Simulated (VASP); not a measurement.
# TiC (Immm) in VASP: notebook

Runs on TiC. Level: r2SCAN. Tasks: single point.

Everything below comes from runs of VASP 6.6.1. Logs are shortened: lines on timing, memory, paths and dates and some standing lists are left out, and cuts for length are marked.

## 1. The cell of the first run

The structure is orthorhombic, space group Immm (No. 71). Conventional cell: a = 2.946 Å, b = 3.175 Å, c = 4.328 Å, α = 90.00°, β = 90.00°, γ = 90.00°. Within 3.2 Å of Ti (site symmetry mmm) lie 6 C at 2.16 to 2.17 Å and 12 Ti at 2.95 to 3.18 Å. C (site symmetry mmm) has 6 Ti at 2.16 to 2.17 Å and 12 C at 2.95 to 3.18 Å within 3.2 Å.

## 2. Single point, r2SCAN (strain -0.0750 x Voigt [0, 0, 0, 0, 0, 1])

POSCAR

```
TiC
1.0
   -0.0811500000      2.1640000000      2.1640000000
    2.1640000000     -0.0811500000      2.1640000000
    2.0828500000      2.0828500000      0.0000000000
Ti C
1 1
Direct
    0.0000000000      0.0000000000      0.0000000000
    0.5000000000      0.5000000000      0.5000000000
```

INCAR.step1

```
SYSTEM = TiC
PREC     = Accurate       ! precision mode
ENCUT    = 520            ! plane-wave cutoff, eV
ISMEAR   = 0              ! smearing method
SIGMA    = 0.15           ! smearing width, eV
LREAL    = .FALSE.        ! projectors in reciprocal space
LASPH    = .TRUE.         ! aspherical terms in the spheres
NELM     = 100            ! most SCF steps
NBANDS   = 15             ! bands
GGA      = PE             ! functional
ALGO     = Normal         ! electronic algorithm
EDIFF    = 1E-4           ! SCF threshold, eV
LWAVE    = .TRUE.         ! write WAVECAR
LCHARG   = .FALSE.        ! write CHGCAR
```

INCAR.step2

```
SYSTEM = TiC
PREC     = Accurate       ! precision mode
ENCUT    = 520            ! plane-wave cutoff, eV
EDIFF    = 1E-7           ! SCF threshold, eV
ISMEAR   = 0              ! smearing method
SIGMA    = 0.15           ! smearing width, eV
LREAL    = .FALSE.        ! projectors in reciprocal space
LASPH    = .TRUE.         ! aspherical terms in the spheres
NELM     = 100            ! most SCF steps
ALGO     = Normal         ! electronic algorithm
ISIF     = 2              ! what is computed and relaxed
LWAVE    = .FALSE.        ! write WAVECAR
LCHARG   = .TRUE.         ! write CHGCAR
METAGGA  = R2SCAN         ! meta-GGA
LMIXTAU  = .TRUE.       
LELF     = .TRUE.         ! ELF
LVHAR    = .TRUE.       
NBANDS   = 15             ! bands
ISTART   = 1
```

KPOINTS

```
regular mesh
0
G
  18 18 18
  0 0 0
```

Potentials or basis: VASP PAW PBE potentials, release 64 (Ti_sv, C).

Started as:

```console
> cat potpaw_PBE.64/Ti_sv/POTCAR potpaw_PBE.64/C/POTCAR > POTCAR
> cp INCAR.step1 INCAR
> mpirun -np 1 vasp_std > vasp.out
> cp INCAR.step2 INCAR
> mpirun -np 1 vasp_std > vasp.out
```

OUTCAR:

```text
SYSTEM = TiC
   PREC = Accurate
   ENCUT = 520
   EDIFF = 1E-7
   ISMEAR = 0
   LREAL = .FALSE.
   LASPH = .TRUE.
   NELM = 100
   ISIF = 2
   METAGGA = R2SCAN
   ISTART = 1

 ion  position               nearest neighbor table
   1  0.000  0.000  0.000-   2 2.16   2 2.16   2 2.17   2 2.17   2 2.17   2 2.17
   2  0.500  0.500  0.500-   1 2.16   1 2.16   1 2.17   1 2.17   1 2.17   1 2.17

  LATTYP: Found a body centered orthorhombic cell.
 ALAT       =     2.9455947184
 B/A-ratio  =     1.0779220779
 C/A-ratio  =     1.4693127921

  Lattice vectors:

 A1 = (   0.0811500000,  -2.1640000000,  -2.1640000000)
 A2 = (  -0.0811500000,   2.1640000000,  -2.1640000000)
 A3 = (   2.1640000000,  -0.0811500000,   2.1640000000)

Analysis of symmetry for initial positions (statically):
=====================================================================
 Subroutine PRICEL returns:
 Original cell was already a primitive cell.

 Routine SETGRP: Setting up the symmetry group for a
 body centered orthorhombic supercell.

 Subroutine GETGRP returns: Found  8 space group operations
 (whereof  8 operations were pure point group operations)
 out of a pool of  8 trial point group operations.

The static configuration has the point symmetry D_2h.

Analysis of symmetry for dynamics (positions and initial velocities):
=====================================================================
 Subroutine PRICEL returns:
 Original cell was already a primitive cell.

 Routine SETGRP: Setting up the symmetry group for a
 body centered orthorhombic supercell.

 Subroutine GETGRP returns: Found  8 space group operations
 (whereof  8 operations were pure point group operations)
 out of a pool of  8 trial point group operations.

The dynamic configuration has the point symmetry D_2h.

 Subroutine INISYM returns: Found  8 space group operations
 (whereof  8 operations are pure point group operations),
 and found     1 'primitive' translations

----------------------------------------------------------------------------------------

                                     Primitive cell

  volume of cell :      20.2391

  direct lattice vectors                    reciprocal lattice vectors
    -0.081150000  2.164000000  2.164000000    -0.222702269  0.222702269  0.231053604
     2.164000000 -0.081150000  2.164000000     0.222702269 -0.222702269  0.231053604
     2.082850000  2.082850000  0.000000000     0.240055693  0.240055693 -0.231053604

  length of vectors
     3.061433867  3.061433867  2.945594718     0.390612813  0.390612813  0.410657083

  position of ions in fractional coordinates (direct lattice)
     0.000000000  0.000000000  0.000000000
     0.500000000  0.500000000  0.500000000

  ion indices of the primitive-cell ions
   primitive index   ion index
                 1           1
                 2           2

----------------------------------------------------------------------------------------

 KPOINTS: regular mesh

Automatic generation of k-mesh.
 Grid dimensions read from file:
 generate k-points for:   18   18   18

 Generating k-lattice:

  Cartesian coordinates                     Fractional coordinates (reciprocal lattice)
    -0.012372348  0.012372348  0.012836311     0.055555556  0.000000000  0.000000000
     0.012372348 -0.012372348  0.012836311     0.000000000  0.055555556  0.000000000
     0.013336427  0.013336427 -0.012836311     0.000000000  0.000000000  0.055555556

  Length of vectors
     0.021700712  0.021700712  0.022814282

  Shift w.r.t. Gamma in fractional coordinates (k-lattice)
     0.000000000  0.000000000  0.000000000

 Subroutine IBZKPT returns following result:
 ===========================================

 Found    865 irreducible k-points:

 Following reciprocal coordinates:
            Coordinates               Weight
  0.000000  0.000000  0.000000      1.000000
  0.055556  0.000000  0.000000      4.000000
  0.111111  0.000000  0.000000      4.000000
  0.166667 -0.000000  0.000000      4.000000
  0.222222 -0.000000  0.000000      4.000000
  0.277778  0.000000  0.000000      4.000000
[... 16 lines left out ...]
 -0.277778  0.055556  0.000000      4.000000
 -0.222222  0.055556  0.000000      4.000000
 [... further k-points ...]
   k-points           NKPTS =    865   k-points in BZ     NKDIM =    865   number of bands    NBANDS=     15
   number of dos      NEDOS =    301   number of ions     NIONS =      2
   total plane-waves  NPLWV =  13824
   dimension x,y,z NGX =    24 NGY =   24 NGZ =   24
   dimension x,y,z NGXF=    48 NGYF=   48 NGZF=   48
   ions per type =               1   1
   NGX,Y,Z   is equivalent  to a cutoff of  13.03, 13.03, 13.55 a.u.
   NGXF,Y,Z  is equivalent  to a cutoff of  26.07, 26.07, 27.09 a.u.
 SYSTEM =  TiC
   PREC   = accura    normal or accurate (medium, high low for compatibility)
   ISTART =      1    job   : 0-new  1-cont  2-samecut
   ICHARG =      0    charge: 1-file 2-atom 10-const
   ISPIN  =      1    spin polarized calculation?
   LNONCOLLINEAR =      F non collinear calculations
   LSORBIT =      F    spin-orbit coupling
   LASPH  =      T    aspherical Exc in radial PAW
   ENCUT  =  520.0 eV  38.22 Ry    6.18 a.u.   5.69  5.69  5.48*2*pi/ulx,y,z
   NELM   =    100;   NELMIN=  2; NELMDL=  0     # of ELM steps
   EDIFF  = 0.1E-06   stopping-criterion for ELM
   LREAL  =      F    real-space projection
   EDIFFG = 0.1E-05   stopping-criterion for IOM
   NSW    =      0    number of steps for IOM
   IBRION =     -1    ionic relax: 0-MD 1-quasi-New 2-CG
   NFREE  =      0    steps in history (QN), initial steepest desc. (CG)
   ISIF   =      2    stress and relaxation
   ISYM   =      2    0-nonsym 1-usesym 2-fastsym
   POTIM  = 0.5000    time-step for ionic-motion
   TEBEG  =    0.0;   TEEND  =   0.0 temperature during run
   PSTRESS=    0.0 pullay stress
   NELECT =      16.0000    total number of electrons
   NUPDOWN=      -1.0000    fix difference up-down
   EMIN   =  10.00;   EMAX   =-10.00  energy-range for DOS
   EFERMI =   0.00;   METHOD = LEGACY
   ISMEAR =     0;   SIGMA  =   0.15  broadening in eV -4-tet -1-fermi 0-gaus
   EFERMI_NEDOS =   21; number of points for ismear=-14 and -15
   IALGO  =     38    algorithm
   IMIX   =      4    mixing-type and parameters
     AMIX     =   0.40;   BMIX     =  1.00
     AMIX_MAG =   1.60;   BMIX_MAG =  1.00
  volume/ion in A,a.u.               =      10.12        68.29
  Fermi-wavevector in a.u.,A,eV,Ry     =   1.513740  2.860554 31.176510  2.291409
  Thomas-Fermi vector in A             =   2.623491
   LORBIT       =      0    0 simple, 1 ext, 2 COOP (PROOUT), +10 PAW based schemes
   METAGGA = R2SCAN    functional components
   LHFCALC =     F    Hartree Fock is set to
   AEXX    =    0.0000 exact exchange contribution
   IVDW    =     0    specifies the selected vdW correction
   LEPSILON=     F    determine dielectric tensor
   LRPA    =     F    only Hartree local field effects (RPA)
 non-spin polarized calculation
 Gauss-broadening in eV      SIGMA  =   0.15
  energy-cutoff  :      520.00
  volume of cell :       20.24
 maximum number of plane-waves:       560
   NGX = 11   NGY = 11   NGZ = 11

 number of electron      16.0000001 magnetization

 Free energy of the ion-electron system (eV)
  ---------------------------------------------------
  ext. energy  EPLUGINS =         0.00000000
  ---------------------------------------------------
  free energy    TOTEN  =       -24.80340529 eV

  energy without entropy =      -24.80081843  energy(sigma->0) =      -24.80211186

 E-fermi :   9.5865     XC(G=0): -13.6131

 val. band max:        9.5855275315   @ k =   0.3333   0.0556   0.3889
 cond. band min:       9.5949635271   @ k =   0.3333   0.0000   0.2778
 fundamental gap:      0.0094359957
 Fermi energy:         9.5864896903

 k-point     1 :       0.0000    0.0000    0.0000
  band No.  band energies     occupation
      1     -49.4242      2.00000
      2     -24.4229      2.00000
      3     -24.4015      2.00000
      4     -24.3682      2.00000
      5      -3.6964      2.00000
      6      10.0534      0.00001
      7      10.2991      0.00000
      8      10.7830      0.00000
      9      10.8806      0.00000
     10      11.1694      0.00000
     11      11.3148      0.00000
     12      11.3232      0.00000
     13      11.5939      0.00000
     14      20.8066      0.00000
     15      24.4416      0.00000

 k-point     2 :       0.0556    0.0000    0.0000
  band No.  band energies     occupation
      1     -49.4222      2.00000
      2     -24.4343      2.00000
      3     -24.4061      2.00000
      4     -24.3697      2.00000
      5      -3.6274      2.00000
      6       9.6680      0.44226
      7       9.9321      0.00112
      8      10.4871      0.00000
      9      10.6927      0.00000
     10      10.9478      0.00000
     11      11.2718      0.00000
     12      12.1185      0.00000
     13      12.3565      0.00000
     14      20.9370      0.00000
     15      24.4431      0.00000

 k-point     3 :       0.1111    0.0000    0.0000
  band No.  band energies     occupation
      1     -49.4164      2.00000
      2     -24.4756      2.00000
      3     -24.4110      2.00000
      4     -24.3740      2.00000
      5      -3.4242      2.00000
      6       8.8568      2.00000
      7       9.2243      1.99936
      8       9.7371      0.15574
      9      10.7145      0.00000
     10      11.0591      0.00000
     11      11.6979      0.00000
     12      13.0888      0.00000
     13      13.2870      0.00000
     14      21.2718      0.00000
     15      24.3947      0.00000

 k-point     4 :       0.1667   -0.0000    0.0000
  band No.  band energies     occupation
      1     -49.4074      2.00000
      2     -24.5418      2.00000
      3     -24.4150      2.00000
      4     -24.3806      2.00000
      5      -3.0968      2.00000
      6       7.9226      2.00000
      7       8.5077      2.00000
      8       9.0341      2.00000
      9      10.9124      0.00000
     10      11.2825      0.00000
     11      12.0565      0.00000
     12      14.0866      0.00000
     13      14.2274      0.00000
     14      21.6170      0.00000
     15      24.2757      0.00000
[... 307 lines left out ...]
 k-point    22 :      -0.3333    0.0556    0.0000
  band No.  band energies     occupation
      1     -49.3700      2.00000
      2     -24.8017      2.00000
      3     -24.4472      2.00000
      4     -24.4040      2.00000
      5      -1.3839      2.00000
      6       4.8218      2.00000
      7       6.8522      2.00000
      8       7.3142      2.00000
      9      12.0796      0.00000
     10      12.2007      0.00000
     11      13.1721      0.00000
     12      16.5056      0.00000
     13      17.2791      0.00000
     14      20.1824      0.00000
     15      25.6490      0.00000

 k-point    23 :      -0.2778    0.0556    0.0000
  band No.  band energies     occupation
      1     -49.3805      2.00000
      2     -24.7271      2.00000
      3     -24.4444      2.00000
      4     -24.3952      2.00000
      5      -1.9424      2.00000
      6       5.6770      2.00000
      7       7.2490      2.00000
      8       7.6418      2.00000
      9      11.8246      0.00000
     10      11.8608      0.00000
     11      12.8709      0.00000
     12      15.7121      0.00000
     13      16.6697      0.00000
     14      20.9812      0.00000
     15      25.0515      0.00000

 k-point    24 :      -0.2222    0.0556    0.0000
  band No.  band energies     occupation
      1     -49.3921      2.00000
      2     -24.6446      2.00000
      3     -24.4395      2.00000
      4     -24.3864      2.00000
      5      -2.4687      2.00000
      6       6.5915      2.00000
      7       7.7440      2.00000
      8       8.0773      2.00000
      9      11.5254      0.00000
     10      11.5501      0.00000
     11      12.5964      0.00000
     12      14.8184      0.00000
     13      15.9027      0.00000
     14      21.6423      0.00000
     15      24.4399      0.00000

 [... further k-points ...]
[... 5 lines left out ...]
  --------------------------------------------------------------------------------------
  -------------------------------------------------------------------------------------
  Total        0.1814258      0.1814258      0.1284651      1.7745791      0.0000000      0.0000000
  in kB       14.3621369     14.3621369     10.1696277    140.4802676      0.0000000      0.0000000
  external PRESSURE =      12.9646338 kB  Pullay stress =       0.0000000 kB

 VOLUME and BASIS-vectors are now :
 -----------------------------------------------------------------------------
  energy-cutoff  :      520.00
  volume of cell :       20.24
      direct lattice vectors                 reciprocal lattice vectors
    -0.081150000  2.164000000  2.164000000    -0.222702269  0.222702269  0.231053604
     2.164000000 -0.081150000  2.164000000     0.222702269 -0.222702269  0.231053604
     2.082850000  2.082850000  0.000000000     0.240055693  0.240055693 -0.231053604

 POSITION                                       TOTAL-FORCE (eV/Angst)
 -----------------------------------------------------------------------------------
      0.00000      0.00000      0.00000         0.000000      0.000000      0.000000
      2.08285      2.08285      2.16400        -0.000000     -0.000000      0.000000
 -----------------------------------------------------------------------------------
    total drift:                                0.000000     -0.000000     -0.000000

  FREE ENERGIE OF THE ION-ELECTRON SYSTEM (eV)
  ---------------------------------------------------
  free  energy   TOTEN  =       -24.8034052865 eV

  energy  without entropy=      -24.8008184326  energy(sigma->0) =      -24.80211186
```

Wall time 19 min (1 thread of Oxide Virtual Turin-like, shared host); peak memory 0.33 GiB.

Results:

```
Free energy            : -24.8034 eV
Pressure               : 1.3 GPa
Band gap on the k mesh : zero (bands 8 and 9 overlap by 1.62 eV)
```

Stress tensor (GPa, compression positive):
```
 1.44 14.05  0.00
14.05  1.44  0.00
 0.00  0.00  1.02
```

Caveat: the cell differs from its parent crystal (strain -0.0750 x Voigt [0, 0, 0, 0, 0, 1]); the PAW data sets were made with another functional, which shifts forces and pressure a little.

## 3. Single point, r2SCAN (strain +0.0375 x Voigt [0, 0, 0, 0, 0, 1])

POSCAR

```
TiC
1.0
    0.0405750000      2.1640000000      2.1640000000
    2.1640000000      0.0405750000      2.1640000000
    2.2045750000      2.2045750000      0.0000000000
Ti C
1 1
Direct
    0.0000000000      0.0000000000      0.0000000000
    0.5000000000      0.5000000000      0.5000000000
```

INCAR.step1

```
SYSTEM = TiC
PREC = Accurate
ENCUT = 520
ISMEAR = 0
SIGMA = 0.15
LREAL = .False.
LASPH = .True.
NELM = 80
NBANDS = 15
GGA = PE
ALGO = Normal
EDIFF = 1E-4
LWAVE = .True.
LCHARG = .False.
```

INCAR.step2

```
SYSTEM = TiC
PREC = Accurate
ENCUT = 520
EDIFF = 1E-6
ISMEAR = 0
SIGMA = 0.15
LREAL = .False.
LASPH = .True.
NELM = 80
ALGO = Normal
ISIF = 2
LWAVE = .False.
LCHARG = .False.
METAGGA = R2SCAN
LMIXTAU = .True.
NBANDS = 15
ISTART = 1
```

KPOINTS

```
Automatic mesh
0
Gamma
  18 18 18
  0 0 0
```

Potentials or basis: VASP PAW PBE potentials, release 64 (Ti_sv, C).

Started as:

```console
> cat potpaw_PBE.64/Ti_sv/POTCAR potpaw_PBE.64/C/POTCAR > POTCAR
> cp INCAR.step1 INCAR
> mpirun -np 1 vasp_std > vasp.out
> cp INCAR.step2 INCAR
> mpirun -np 1 vasp_std > vasp.out
```

Run time: 20 min. Hardware: 1 thread of Oxide Virtual Turin-like, shared host; peak memory 0.33 GiB.

It converged, with:

* Free energy: -24.8536 eV
* Pressure: 1.0 GPa
* Band gap on the k mesh: zero (bands 8 and 9 overlap by 1.48 eV)

Stress tensor (GPa, compression positive):
```
 1.02 -7.04  0.00
-7.04  1.02  0.00
 0.00  0.00  0.97
```

Levels at points of the mesh, in eV from the Fermi level:
```tsv
k point	band 4	band 5	band 6	band 7	band 8	band 9	band 10	band 11	band 12	band 13
(0.00, 0.00, 0.00)	-33.95	-13.24	0.67	0.82	1.03	1.48	1.64	1.72	1.72	1.83
(0.50, 0.00, 0.00)	-34.02	-9.62	-6.11	-3.41	-3.13	3.09	3.24	4.48	8.51	8.52
(0.50, 0.50, 0.00)	-34.11	-10.97	-3.71	-1.54	-0.43	0.12	2.73	3.76	3.77	5.96
(0.00, 0.00, 0.50)	-34.00	-9.82	-6.13	-3.18	-2.89	2.96	3.18	4.31	8.40	8.52
(0.50, 0.00, 0.50)	-34.14	-10.96	-3.71	-1.54	-0.17	-0.16	2.71	3.76	3.77	5.95
```

Caveat: the cell differs from its parent crystal (strain +0.0375 x Voigt [0, 0, 0, 0, 0, 1]); the PAW data sets were made with another functional, which shifts forces and pressure a little.
